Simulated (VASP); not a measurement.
# C in VASP: further runs

Runs on C. Level: PBE. Tasks: single point.

Program: VASP 6.6.1. These are calculated values, not measurements. Logs are shortened: lines on timing, memory, paths and dates and some standing lists are left out, and cuts for length are marked.

**1. The cell of the first run**

The cell holds a disordered packing, 16 atoms: a = 5.470 Å, b = 5.191 Å, c = 5.355 Å, α = 88.84°, β = 88.99°, γ = 90.17°.

**2. Single point, PBE**

Input file INCAR:

```
SYSTEM = C
ALGO = Normal
EDIFF = 1E-6
ENCUT = 520
GGA = PE
GGA_COMPAT = .FALSE.
ISIF = 2
ISMEAR = -1
ISYM = -1
LASPH = .TRUE.
LCHARG = .FALSE.
LREAL = Auto
LWAVE = .FALSE.
NBANDS = 46
NELM = 120
PREC = Accurate
SIGMA = 0.2068
```

Input file KPOINTS:

```
explicit points
1
Reciprocal
  0.25000000   0.25000000   0.25000000 1
```

Input file POSCAR:

```
C
1.0
    5.4696720000     -0.0080320000      0.0476870000
   -0.0080320000      5.1910130000      0.0535580000
    0.0476870000      0.0535580000      5.3543890000
C
16
Direct
    0.7347762812      0.3411926687      0.7075347209
    0.0969121594      0.6395636219      0.2916151220
    0.2384596081      0.2195333821      0.5754073542
    0.4173822280      0.1427010782      0.4193446739
    0.8976377734      0.8295231114      0.7068705222
    0.9217043997      0.7806442874      0.4306076633
    0.8866758522      0.5371772971      0.7957624945
    0.4948244127      0.5914025482      0.3021978737
    0.2277363678      0.3034784044      0.0264915828
    0.4143440427      0.1230026963      0.1574632320
    0.7406659839      0.0309236760      0.8106692754
    0.1833781344      0.3328374187      0.7784742835
    0.5905202170      0.3625414703      0.4836545993
    0.6516748337      0.8208926817      0.2670501176
    0.6697332012      0.0097122806      1.0651764865
    0.2683678876      0.5149179177      0.1823243262
```

Potentials or basis: VASP PAW PBE potentials, release 64 (C).

Command:

```bash
$ cat potpaw_PBE.64/C/POTCAR > POTCAR
$ mpirun -np 1 vasp_std > vasp.out
```

OUTCAR:

```text
SYSTEM = C
   EDIFF = 1E-6
   ENCUT = 520
   GGA = PE
   ISIF = 2
   ISMEAR = -1
   ISYM = -1
   LASPH = .TRUE.
   LREAL = Auto
   NELM = 120
   PREC = Accurate

 ion  position               nearest neighbor table
   1  0.735  0.341  0.708-   7 1.41  13 1.45  11 1.69
   2  0.097  0.640  0.292-  16 1.28   6 1.42
   3  0.238  0.220  0.575-  12 1.28   4 1.34
   4  0.417  0.143  0.419-   3 1.34  10 1.41  13 1.53
   5  0.898  0.830  0.707-  11 1.47   6 1.51   7 1.58
   6  0.922  0.781  0.431-   2 1.42   5 1.51  14 1.74
   7  0.887  0.537  0.796-   1 1.41   5 1.58  12 1.94
   8  0.495  0.591  0.302-  16 1.46  14 1.47  13 1.61
   9  0.228  0.303  0.026-  12 1.36  16 1.41  10 1.55
  10  0.414  0.123  0.157-   4 1.41   9 1.55  15 1.59
  11  0.741  0.031  0.811-  15 1.41   5 1.47   1 1.69
  12  0.183  0.333  0.778-   3 1.28   9 1.36   7 1.94
  13  0.591  0.363  0.484-   1 1.45   4 1.53   8 1.61
  14  0.652  0.821  0.267-  15 1.45   8 1.47   6 1.74
  15  0.670  0.010  0.065-  11 1.41  14 1.45  10 1.59
  16  0.268  0.515  0.182-   2 1.28   9 1.41   8 1.46

IMPORTANT INFORMATION: All symmetrisations will be switched off!
NOSYMM: (Re-)initialisation of all symmetry stuff for point group C_1.

----------------------------------------------------------------------------------------

                                     Primitive cell

  volume of cell :     152.0000

  direct lattice vectors                    reciprocal lattice vectors
     5.469672000 -0.008032000  0.047687000     0.182840983  0.000299740 -0.001631408
    -0.008032000  5.191013000  0.053558000     0.000299740  0.192661001 -0.001929787
     0.047687000  0.053558000  5.354389000    -0.001631408 -0.001929787  0.186796505

  length of vectors
     5.469885771  5.191295497  5.354869193     0.182848507  0.192670899  0.186813597

  position of ions in fractional coordinates (direct lattice)
     0.734776281  0.341192669  0.707534721
     0.096912159  0.639563622  0.291615122
     0.238459608  0.219533382  0.575407354
     0.417382228  0.142701078  0.419344674
     0.897637773  0.829523111  0.706870522
     0.921704400  0.780644287  0.430607663
[... 8 lines left out ...]
     0.669733201  0.009712281  0.065176487
     0.268367888  0.514917918  0.182324326

  ion indices of the primitive-cell ions
   primitive index   ion index
                 1           1
                 2           2
                 3           3
                 4           4
                 5           5
                 6           6
[... 8 lines left out ...]
                15          15
                16          16

----------------------------------------------------------------------------------------

 KPOINTS: explicit points

Read explicit list of k-points.

 Found      1 k-points:

 Following reciprocal coordinates:
            Coordinates               Weight
  0.250000  0.250000  0.250000      1.000000
   k-points           NKPTS =      1   k-points in BZ     NKDIM =      1   number of bands    NBANDS=     46
   number of dos      NEDOS =    301   number of ions     NIONS =     16
   total plane-waves  NPLWV =  67200
   dimension x,y,z NGX =    42 NGY =   40 NGZ =   40
   dimension x,y,z NGXF=    84 NGYF=   80 NGZF=   80
   ions per type =              16
   NGX,Y,Z   is equivalent  to a cutoff of  12.77, 12.81, 12.42 a.u.
   NGXF,Y,Z  is equivalent  to a cutoff of  25.53, 25.62, 24.84 a.u.
 SYSTEM =  C
   PREC   = accura    normal or accurate (medium, high low for compatibility)
   ISTART =      0    job   : 0-new  1-cont  2-samecut
   ICHARG =      2    charge: 1-file 2-atom 10-const
   ISPIN  =      1    spin polarized calculation?
   LNONCOLLINEAR =      F non collinear calculations
   LSORBIT =      F    spin-orbit coupling
   LASPH  =      T    aspherical Exc in radial PAW
   ENCUT  =  520.0 eV  38.22 Ry    6.18 a.u.  10.17  9.65  9.96*2*pi/ulx,y,z
   NELM   =    120;   NELMIN=  2; NELMDL= -5     # of ELM steps
   EDIFF  = 0.1E-05   stopping-criterion for ELM
   LREAL  =      T    real-space projection
   EDIFFG = 0.1E-04   stopping-criterion for IOM
   NSW    =      0    number of steps for IOM
   IBRION =     -1    ionic relax: 0-MD 1-quasi-New 2-CG
   NFREE  =      0    steps in history (QN), initial steepest desc. (CG)
   ISIF   =      2    stress and relaxation
   ISYM   =     -1    0-nonsym 1-usesym 2-fastsym
   POTIM  = 0.5000    time-step for ionic-motion
   TEBEG  =    0.0;   TEEND  =   0.0 temperature during run
   PSTRESS=    0.0 pullay stress
   NELECT =      64.0000    total number of electrons
   NUPDOWN=      -1.0000    fix difference up-down
   EMIN   =  10.00;   EMAX   =-10.00  energy-range for DOS
   EFERMI =   0.00;   METHOD = LEGACY
   ISMEAR =    -1;   SIGMA  =   0.21  broadening in eV -4-tet -1-fermi 0-gaus
   EFERMI_NEDOS =   21; number of points for ismear=-14 and -15
   IALGO  =     38    algorithm
   IMIX   =      4    mixing-type and parameters
     AMIX     =   0.40;   BMIX     =  1.00
     AMIX_MAG =   1.60;   BMIX_MAG =  1.00
  volume/ion in A,a.u.               =       9.50        64.11
  Fermi-wavevector in a.u.,A,eV,Ry     =   1.227026  2.318742 20.484818  1.505592
  Thomas-Fermi vector in A             =   2.362004
   LORBIT       =      0    0 simple, 1 ext, 2 COOP (PROOUT), +10 PAW based schemes
   GGA     = PE    functional components
   LHFCALC =     F    Hartree Fock is set to
   AEXX    =    0.0000 exact exchange contribution
   IVDW    =     0    specifies the selected vdW correction
   LEPSILON=     F    determine dielectric tensor
   LRPA    =     F    only Hartree local field effects (RPA)
 non-spin polarized calculation
  energy-cutoff  :      520.00
  volume of cell :      152.00
 maximum number of plane-waves:      4091
 NGX is ok and might be reduce to    40
   NGX = 21   NGY = 19   NGZ = 19

 number of electron      64.0000001 magnetization

 Free energy of the ion-electron system (eV)
  ---------------------------------------------------
  ext. energy  EPLUGINS =         0.00000000
  ---------------------------------------------------
  free energy    TOTEN  =      -127.29482048 eV

  energy without entropy =     -126.92631085  energy(sigma->0) =     -127.11056566

 E-fermi :   3.8138     XC(G=0): -10.1537

 val. band max:        3.3709402439   @ k =   0.2500   0.2500   0.2500
 cond. band min:       4.2461626729   @ k =   0.2500   0.2500   0.2500
 fundamental gap:      0.8752224290
 Fermi energy:         3.8137766953

 k-point     1 :       0.2500    0.2500    0.2500
  band No.  band energies     occupation
      1     -14.9927      2.00000
      2     -13.3587      2.00000
      3     -13.0187      2.00000
      4     -12.3058      2.00000
      5     -11.4586      2.00000
      6     -10.8079      2.00000
[... 36 lines left out ...]
     43       9.9336      0.00000
     44      10.7873      0.00000
 [bands above 44 left out]

------------------------ aborting loop because EDIFF is reached ----------------------------------------

  FORCE on cell =-STRESS in cart. coord.  units (eV):
  Direction    XX          YY          ZZ          XY          YZ          ZX
  --------------------------------------------------------------------------------------
  -------------------------------------------------------------------------------------
  Total      -11.6324552    -13.1978472      0.1492297      4.9141424      3.5528615     -3.1407173
  in kB     -122.6135045   -139.1137347      1.5729767     51.7981984     37.4494286    -33.1051659
  external PRESSURE =     -86.7180875 kB  Pullay stress =       0.0000000 kB

 VOLUME and BASIS-vectors are now :
 -----------------------------------------------------------------------------
  energy-cutoff  :      520.00
  volume of cell :      152.00
      direct lattice vectors                 reciprocal lattice vectors
     5.469672000 -0.008032000  0.047687000     0.182840983  0.000299740 -0.001631408
    -0.008032000  5.191013000  0.053558000     0.000299740  0.192661001 -0.001929787
     0.047687000  0.053558000  5.354389000    -0.001631408 -0.001929787  0.186796505

 POSITION                                       TOTAL-FORCE (eV/Angst)
 -----------------------------------------------------------------------------------
      4.04999      1.80313      3.84173        -0.598624     -1.514639     -1.334882
      0.53885      3.33482      1.60030        -5.630238      4.962793      3.464463
      1.32997      1.16850      3.10408         0.409459     -1.872005     -0.711439
      2.30180      0.75987      2.27288         0.683403      1.678090      1.226375
      4.93683      4.33671      3.87209        -2.221786     -2.930277     -1.237209
      5.05569      4.06799      2.39140         0.773410     -0.691368     -1.323265
[... 8 lines left out ...]
      3.66625      0.04853      0.38144        -5.748164      0.203223      0.429407
      1.47244      2.68056      1.01661         0.835620      1.264410     -0.304850
 -----------------------------------------------------------------------------------
    total drift:                                0.004602     -0.002923     -0.000193

  FREE ENERGIE OF THE ION-ELECTRON SYSTEM (eV)
  ---------------------------------------------------
  free  energy   TOTEN  =      -127.2948204756 eV

  energy  without entropy=     -126.9263108458  energy(sigma->0) =     -127.11056566
```

Run time: 9.6 s. Hardware: 1 thread of AMD EPYC 9R45 (Zen 5), shared host; peak memory 0.19 GiB.

Results:

- Free energy: -127.2948 eV
- Pressure: -8.7 GPa
- Largest force: 8.266 eV/Å

Forces on the atoms (eV/Å):
```
C   -0.599 -1.515 -1.335
C   -5.630  4.963  3.464
C    0.409 -1.872 -0.711
C    0.683  1.678  1.226
C   -2.222 -2.930 -1.237
C    0.773 -0.691 -1.323
C    1.704  0.537 -1.346
C    4.136 -1.464  2.410
C    4.251 -2.628  1.170
C    1.581 -0.140 -4.099
C    2.562  0.980  0.346
C   -3.357  2.277  1.987
C   -1.889  1.841 -0.841
C    2.508 -2.503  0.165
C   -5.748  0.203  0.429
C    0.836  1.264 -0.305
```

Stress tensor (GPa, compression positive):
```
-12.26   5.18  -3.31
  5.18 -13.91   3.74
 -3.31   3.74   0.16
```

Caveat: the atoms stand as in a frame of molecular dynamics.

**3. Single point, PBE**

Input file INCAR:

```
PREC = Accurate
ENCUT = 520
EDIFF = 1E-6
ISMEAR = -1
SIGMA = 0.2068
LREAL = Auto
LASPH = True
NELM = 120
ALGO = Normal
ISIF = 2
LWAVE = False
LCHARG = False
GGA = PE
NBANDS = 46
ISYM = -1
GGA_COMPAT = False
```

KPOINTS is that of step 2.

Input file POSCAR:

```
C
1.0
    5.4696720000     -0.0080320000      0.0476870000
   -0.0080320000      5.1910130000      0.0535580000
    0.0476870000      0.0535580000      5.3543890000
C
16
Direct
    0.6873465253      0.3170010522      0.6724706711
   -0.0163234852      0.7528873183      0.2537442235
    0.1331412037      0.1378568867      0.5048451945
    0.3441452855      0.2304172636      0.3652332798
    0.8382239341      0.8576817554      0.6529644925
    0.9516229582      0.9466687592      0.4519511508
    0.8642674446      0.5292627212      0.7055926317
    0.4737602157      0.6457663577      0.4072348576
    0.2649471520      0.4192908393     -0.0519276641
    0.4111170425      0.2447501485      0.1043147469
    0.6886499781      0.0287454313      0.7952561535
    0.1055925088      0.3405101631      0.7257447239
    0.4911435459      0.4184308284      0.5294259568
    0.7180904018      0.7887414480      0.1879381585
    0.5988141580      0.0424394033      1.0543930185
    0.1935089303      0.6207069839      0.1798842622
```

Potentials or basis: VASP PAW PBE potentials, release 64 (C).

Command:

```bash
$ cat potpaw_PBE.64/C/POTCAR > POTCAR
$ mpirun -np 1 vasp_std > vasp.out
```

Run time: 10 s. Hardware: 1 thread of AMD EPYC 9R45 (Zen 5), shared host; peak memory 0.19 GiB.

Results (log left out):

```
Free energy   : -127.8032 eV
Pressure      : -20.4 GPa
Largest force : 8.700 eV/Å
```

Forces in eV/Å, atoms in the order of the input:
```
C    0.481  2.060  0.215
C    0.241  0.061 -1.282
C    1.552  2.821  0.035
C   -1.836  0.855  3.464
C   -4.800 -3.679  6.254
C    4.783  0.536 -3.092
C    1.224 -2.874  0.113
C   -0.252  3.274 -4.934
C   -2.467 -1.305  1.901
C    1.700 -4.402 -0.987
C    2.337  2.476 -0.445
C   -0.269  2.808  2.101
C   -0.515 -2.840 -1.916
C   -3.125  2.000  1.553
C    0.501 -2.162 -2.511
C    0.444  0.372 -0.469
```

Stress tensor (GPa, compression positive):
```
-19.24  10.29  -6.12
 10.29 -32.28  -7.23
 -6.12  -7.23  -9.72
```

Caveat: the atoms stand as in a frame of molecular dynamics.

**4. Single point, PBE**

Input file INCAR:

```
PREC     = Accurate       # precision mode
ENCUT    = 520            # plane-wave cutoff, eV
EDIFF    = 1E-6           # SCF threshold, eV
ISMEAR   = -1             # smearing method
SIGMA    = 0.2068         # smearing width, eV
LREAL    = Auto         
LASPH    = True           # aspherical terms in the spheres
NELM     = 120            # most SCF steps
ALGO     = Normal         # electronic algorithm
ISIF     = 2              # what is computed and relaxed
LWAVE    = False          # write WAVECAR
LCHARG   = True           # write CHGCAR
GGA      = PE             # functional
LELF     = True           # ELF
LVHAR    = True         
ISYM     = -1           
NBANDS   = 46             # bands
GGA_COMPAT= False
```

KPOINTS is that of step 3.

Input file POSCAR:

```
C
1.0
    5.4696720000     -0.0080320000      0.0476870000
   -0.0080320000      5.1910130000      0.0535580000
    0.0476870000      0.0535580000      5.3543890000
C
16
Direct
    0.6214434731      0.2869517962      0.6607216362
   -0.0965005647      0.7130929693      0.2624824213
    0.0633524521      0.1079229826      0.5735882792
    0.2801752484      0.1153966110      0.4338111914
    0.7976281829      0.8218167683      0.7558725454
    0.9011821788      0.9017913401      0.5069779549
    0.7903737909      0.4834868977      0.7074668751
    0.3740732238      0.5910553554      0.3539438071
    0.1393766836      0.3332957707      0.0309159251
    0.2790548992      0.1382417844      0.1468028855
    0.6083116737      0.0047433509      0.8270130162
    0.0123923007      0.2966897384      0.7729610119
    0.4356895897      0.3315529596      0.4646315307
    0.5450285198      0.7601763366      0.2088095767
    0.4767602050     -0.0218181823      1.0512678990
    0.1134964721      0.5678159813      0.2173804715
```

Command:

```bash
$ cat potpaw_PBE.64/C/POTCAR > POTCAR
$ mpirun -np 1 vasp_std > vasp.out
```

Wall time 12 s (1 thread of AMD EPYC 9R45 (Zen 5), shared host); peak memory 0.19 GiB.

The run converged. Its results:

```
Free energy   : -129.9369 eV
Pressure      : -21.1 GPa
Largest force : 6.270 eV/Å
```

Forces in eV/Å, atoms in the order of the input:
```
C   -2.389 -0.006 -0.639
C   -0.255  1.866  3.955
C    0.915 -0.509 -0.972
C   -2.061  2.648 -2.820
C   -3.254 -2.509 -4.737
C    0.309 -1.381  0.411
C    3.044 -0.559  2.803
C    0.747 -1.059 -2.523
C   -2.165  0.346 -2.120
C    1.223 -2.782  0.419
C    2.823  0.800 -1.844
C    0.092  3.225  3.574
C    2.068  2.562  3.161
C    0.974 -1.809  1.614
C   -0.949 -0.313  1.011
C   -1.122 -0.520 -1.294
```

Stress tensor (GPa, compression positive):
```
-14.41  13.71  -6.84
 13.71 -27.59  -1.51
 -6.84  -1.51 -21.19
```

Caveat: the atoms stand as in a frame of molecular dynamics.

**5. Single point, PBE**

Edit INCAR of step 4 so:

```diff
@@ -4,3 +4,3 @@
 ISMEAR   = -1             # smearing method
-SIGMA    = 0.2068         # smearing width, eV
+SIGMA    = 0.05           # smearing width, eV
 LREAL    = Auto         
@@ -11,6 +11,4 @@
 LWAVE    = False          # write WAVECAR
-LCHARG   = True           # write CHGCAR
+LCHARG   = False          # write CHGCAR
 GGA      = PE             # functional
-LELF     = True           # ELF
-LVHAR    = True         
 ISYM     = -1
```

KPOINTS is that of step 4.

Input file POSCAR:

```
C
1.0
    5.4696720000     -0.0080320000      0.0476870000
   -0.0080320000      5.1910130000      0.0535580000
    0.0476870000      0.0535580000      5.3543890000
C
16
Direct
    0.6041070599      0.2708558142      0.6860998428
    0.8998858831      0.7086174626      0.2915049706
    0.0483537652      0.0889727809      0.6028140559
    0.2398659185      0.1679751086      0.4429147944
    0.7386546638      0.7793280214      0.7171101175
    0.8988218482      0.8673194328      0.5277248232
    0.7905344338      0.4426798555      0.7711021251
    0.4043218787      0.5784765387      0.3437260640
    0.1407700512      0.3221386203      0.0382370422
    0.2888011535      0.1079643416      0.1675632057
    0.6187095380     -0.0104224375      0.8380911068
   -0.0025779556      0.2718108375      0.8277886217
    0.4294211020      0.3581043492      0.4982220834
    0.5957871985      0.7455563254      0.2454495163
    0.4943797958      0.9560005832      0.0795661338
    0.0991190448      0.5590660806      0.2185449823
```

Command:

```bash
$ cat potpaw_PBE.64/C/POTCAR > POTCAR
$ mpirun -np 1 vasp_std > vasp.out
```

Wall time 10 s (1 thread of AMD EPYC 9R45 (Zen 5), shared host); peak memory 0.19 GiB.

Results (log left out):

```yaml
Free_energy: -133.5017 eV
Pressure: -21.0 GPa
Largest_force: 2.396 eV/Å
```

Forces on the atoms (eV/Å):
```
C    0.649  0.351  0.237
C   -0.347  0.400  1.325
C    1.200  1.023 -0.836
C   -0.842 -1.569 -0.341
C    0.301 -0.277  1.187
C    0.552 -0.083 -0.872
C   -2.219  0.406 -0.808
C   -0.787 -0.092  0.749
C   -0.375 -1.058  0.922
C    0.423  0.981 -0.501
C   -0.512 -0.201 -0.770
C    0.489  1.025 -0.132
C   -0.025 -0.266  1.060
C   -0.195 -0.240 -1.080
C    0.070  0.581  0.567
C    1.619 -0.981 -0.707
```

Stress tensor (GPa, compression positive):
```
-21.80  14.01  -3.06
 14.01 -29.32  -2.72
 -3.06  -2.72 -11.96
```

Caveat: the atoms stand as in a frame of molecular dynamics.

**6. Overview**

| cell | smearing | pressure (GPa) | largest force (eV/Å) |
| --- | --- | --- | --- |
| as given, atomic positions A | fermi-dirac 0.2068 eV | -8.7 | 8.27 |
| as given, atomic positions B | fermi-dirac 0.2068 eV | -20.4 | 8.70 |
| as given, atomic positions C | fermi-dirac 0.2068 eV | -21.1 | 6.27 |
| as given, atomic positions D | fermi-dirac 0.05 eV | -21.0 | 2.40 |

Alike in all rows: task single point; level PBE; potentials or basis VASP PAW PBE potentials, release 64 (C); no spin polarisation; k mesh 1 × 1 × 1, shifted; cutoff (eV) 520.

Caveats: the atoms stand as in a frame of molecular dynamics.

Absolute energies hang on the potentials; compare differences alone.
